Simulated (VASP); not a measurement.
Input of a VASP 6.6.1 run:

INCAR

```
PREC = Accurate ; ENCUT = 520
EDIFF = 1E-6 ; ISMEAR = 0
SIGMA = 0.15 ; LREAL = F
LASPH = T ; NELM = 80
ALGO = Fast ; ISIF = 2
LWAVE = F ; LCHARG = F
GGA = PE ; NBANDS = 12
```

The input KPOINTS:

```
Automatic mesh
0
Gamma
  20 20 20
```

Contents of POSCAR:

```
Au
1.0
    0.0000000000      1.9841350000      2.1068650000
    1.9841350000      0.0000000000      2.1068650000
    1.9841350000      1.9841350000      0.0000000000
Au
1
Direct
    0.0000000000      0.0000000000      0.0000000000
```

Potentials or basis: VASP PAW PBE potentials, release 64 (Au).

Launch:

```bash
$ cat potpaw_PBE.64/Au/POTCAR > POTCAR
$ mpirun -np 1 vasp_std > vasp.out
```

Task: What does it give for the pressure?

Result: 14.1 GPa.

Task: What does it give for the band gap on the k mesh?

Result: Zero (an odd number of electrons rules out a gap without spin polarisation).

Stress tensor (GPa, compression positive):
```
15.02  0.00  0.00
 0.00 15.02  0.00
 0.00  0.00 12.24
```

Caveat: the cell differs from its parent crystal (strain -0.030 along x and y, +0.030 along z); the cell stands under pressure; spin-orbit coupling is left out, which moves the levels of the heavy elements.
